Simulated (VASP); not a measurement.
Set up this calculation in VASP 6.6.1, as the native input.

```
Task                   : single point
Functional             : r2SCAN
Potentials or basis    : VASP PAW PBE potentials, release 64 (Cu)
Cutoff                 : 520 eV
k mesh                 : 20 × 20 × 14
Occupations            : gaussian, width 0.1 eV
Spin                   : no spin polarisation
Dipole correction      : no
Further INCAR settings : ALGO = Normal; EDIFF = 1e-06; NBANDS = 18
```

The system is Cu.

```xyz
2
Lattice="1.8152 1.8152 0.0000 -1.8152 1.8152 0.0000 0.0000 0.0000 3.3621" Properties=species:S:1:pos:R:3 pbc="T T T"
Cu    0.0000    0.0000    0.0000
Cu    0.0000    1.8152    1.6810
```

This cell differs from its parent crystal: uniaxial strain along c: -6.0 %.

These files were run (other wordings do the same):

POSCAR

```
Cu
1.0
    1.8151560822      1.8151560822      0.0000000000
   -1.8151560822      1.8151560822      0.0000000000
    0.0000000000      0.0000000000      3.3620624972
Cu
2
Direct
    0.0000000000      0.0000000000      0.0000000000
    0.5000000000      0.5000000000      0.5000000000
```

INCAR.step1

```
SYSTEM = Cu
PREC = Accurate ; ENCUT = 520
ISMEAR = 0 ; SIGMA = 0.1
LREAL = .False. ; LASPH = .True.
NELM = 80 ; NBANDS = 18
GGA = PE ; ALGO = Normal
EDIFF = 1E-4 ; LWAVE = .True.
LCHARG = .False.
```

INCAR.step2

```
SYSTEM = Cu
PREC = Accurate ; ENCUT = 520
EDIFF = 1E-6 ; ISMEAR = 0
SIGMA = 0.1 ; LREAL = .False.
LASPH = .True. ; NELM = 80
ALGO = Normal ; ISIF = 2
LWAVE = .False. ; LCHARG = .False.
METAGGA = R2SCAN ; LMIXTAU = .True.
NBANDS = 18 ; ISTART = 1
```

KPOINTS

```
Automatic mesh
0
Gamma
  20 20 14
  0 0 0
```

Potentials or basis: VASP PAW PBE potentials, release 64 (Cu).

The run is started by

```bash
$ cat potpaw_PBE.64/Cu/POTCAR > POTCAR
$ cp INCAR.step1 INCAR
$ mpirun -np 1 vasp_std > vasp.out
$ cp INCAR.step2 INCAR
$ mpirun -np 1 vasp_std > vasp.out
```

It gave:

```json
{
 "Pressure": "6.5 GPa",
 "Band gap on the k mesh": "zero (bands 11 and 12 overlap by 8.94 eV)"
}
```

Caveat: the cell differs from its parent crystal (uniaxial strain along c: -6.0 %); the cell stands under pressure; the PAW data sets were made with another functional, which shifts forces and pressure a little.

It took 6.8 min on 1 thread of AMD EPYC 9R45 96-Core Processor (Zen 5), on a shared host, peak memory 0.24 GiB.
